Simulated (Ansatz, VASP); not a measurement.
**Two plane-wave programs on CsC**

```xyz
2
Lattice="4.6232 0.0000 0.0000 -2.3116 4.0038 0.0000 0.0000 0.0000 4.2136" Properties=species:S:1:pos:R:3 pbc="T T T"
Cs    0.0000    0.0000    0.0000
C     2.3116    1.3346    2.1068
```

Alike in both runs: functional PBE; k mesh 6 × 6 × 6; occupations gaussian, width 0.02 eV; collinear spin.

Ansatz relaxed the structure, and its values are those at the end. VASP's run is a single point on that final structure, the one shown.

```csv
,VASP,Ansatz
version,VASP 6.6.1,Ansatz 0.2.0
potentials or method,"VASP PAW PBE potentials, release 64 (Cs_sv, C), cutoff 520 eV","scalar-relativistic, plane waves, PAW"
valence electrons in the cell,13,13
```

```csv
,VASP,Ansatz,Ansatz less VASP
gap on the k mesh at the Fermi level (eV),0.67,0.68,+0.010
least direct gap on the mesh (eV),1.04,1.05,+0.012
pressure (GPa),0.0,0.0,-0.04
net moment per atom (μB),1.50,1.50,0.000
size of the moment on the site where the two differ most (μB),1.19,2.41,+1.214
```

Site moments also hang on the region over which each program counts them.

Neither program's run includes spin-orbit coupling.
